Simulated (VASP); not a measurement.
# F: single point with PBEsol

F:

```
F
1.0
     3.18498   -1.83051   -0.24565
     3.18498    1.83051   -0.24565
    -2.39486    0.00000    7.33071
F
4
Direct
  0.08485 0.08485 0.09800
  0.91515 0.91515 0.90200
  0.50157 0.50157 0.59372
  0.49843 0.49843 0.40628
```

```json
{
 "Program": "VASP 6.6.1",
 "Task": "single point",
 "Functional": "PBEsol",
 "Potentials or basis": "VASP PAW PBE potentials, release 64 (F)",
 "Cutoff": "520 eV",
 "k mesh": "4 × 4 × 2",
 "Occupations": "gaussian, width 0.05 eV",
 "Spin": "no spin polarisation"
}
```

| Item | Value |
| --- | --- |
| Pressure | -3.4 GPa |
| Largest force | 2.061 eV/Å |
| Band gap on the k mesh | 2.33 eV, indirect (least direct gap 2.42 eV) |

Forces in eV/Å, atoms in the order of the input:
```
F   -0.840  0.000 -1.882
F    0.840  0.000  1.882
F    0.290  0.000 -0.864
F   -0.290  0.000  0.864
```

Stress tensor (GPa, compression positive):
```
-1.84  0.00 -1.59
 0.00 -0.53  0.00
-1.59  0.00 -7.89
```

Levels at points of the mesh, in eV from the valence-band top:
```tsv
k point	band 11	band 12	band 13	band 14	band 15	band 16	band 17	band 18
(0.00, 0.00, 0.00)	-0.27	-0.12	-0.09	-0.09	2.33	3.12	8.73	11.17
(0.50, 0.00, 0.00)	-0.28	-0.27	-0.21	-0.17	2.55	3.02	12.46	12.62
(0.50, 0.50, 0.00)	-0.29	-0.24	-0.16	0.00	2.52	3.01	12.82	12.91
(0.00, 0.00, 0.50)	-0.22	-0.17	-0.11	-0.10	2.48	2.95	9.49	9.56
(0.50, 0.00, 0.50)	-0.39	-0.28	-0.16	-0.05	2.49	3.07	12.38	13.16
(0.50, 0.50, 0.50)	-0.28	-0.25	-0.12	-0.11	2.55	3.02	12.41	12.51
```

Run time: 13 s on 1 thread of Intel(R) Xeon(R) 6975P-C (Granite Rapids) (shared host), peak memory 0.19 GiB.

Caveat: the k points lie up to 0.50 Å⁻¹ apart; the PAW data sets were made with another functional, which shifts forces and pressure a little. PBEsol gaps usually lie below the measured ones, often by a third to a half.
